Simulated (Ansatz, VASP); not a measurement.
**Si in VASP and in Ansatz**

Contents of INCAR:

```
SYSTEM = Si
  PREC = Accurate
  ENCUT = 520
  EDIFF = 1E-6
  ISMEAR = -1
  SIGMA = 0.06
  LREAL = .FALSE.
  LASPH = .TRUE.
  NELM = 80
  ALGO = Normal
  ISIF = 2
  LWAVE = .FALSE.
  LCHARG = .FALSE.
  GGA = PE
  NBANDS = 11
```

Contents of KPOINTS:

```
Automatic mesh
0
G
  6 6 6
  0 0 0
```

Contents of POSCAR:

```
Si
1.0
    0.0000000000      2.7218511865      2.7218511865
    2.7218511865      0.0000000000      2.7218511865
    2.7218511865      2.7218511865      0.0000000000
Si
2
Direct
    0.5000000000      0.5000000000      0.5000000000
    0.7500000000      0.7500000000      0.7500000000
```

File input.yaml:

```yaml
crystal:
  lattice:
    - [0.0, 2.7218511865, 2.7218511865]
    - [2.7218511865, 0.0, 2.7218511865]
    - [2.7218511865, 2.7218511865, 0.0]
  atoms:
    - { symbol: Si, position: [0.5, 0.5, 0.5] }
    - { symbol: Si, position: [0.75, 0.75, 0.75] }
kpoints:
  mp_grid: { grid: [6, 6, 6] }
scf:
  occupations: { method: fermi_dirac, width: 0.06 }
hamiltonian:
  xc: pbe
  pseudopotentials: { kind: all_electron, lapw: { basis_error: 0.002 } }
output:
  forces: true
  stress: true
  eigenvalues: true
```

Alike in both runs: task single point; functional PBE; k mesh 6 × 6 × 6; occupations fermi-dirac, width 0.06 eV; no spin polarisation.

```csv
,VASP,Ansatz
version,VASP 6.6.1,Ansatz 0.2.0
potentials or method,"VASP PAW PBE potentials, release 64 (Si), cutoff 520 eV","all-electron LAPW, scalar-relativistic"
```

```csv
,VASP,Ansatz,Ansatz less VASP
gap on the k mesh at the Fermi level (eV),0.72,0.72,0.000
least direct gap on the mesh (eV),2.56,2.56,-0.004
pressure (GPa),1.3,1.4,+0.05
```

Ansatz ran all-electron here, and VASP with PAW potentials.
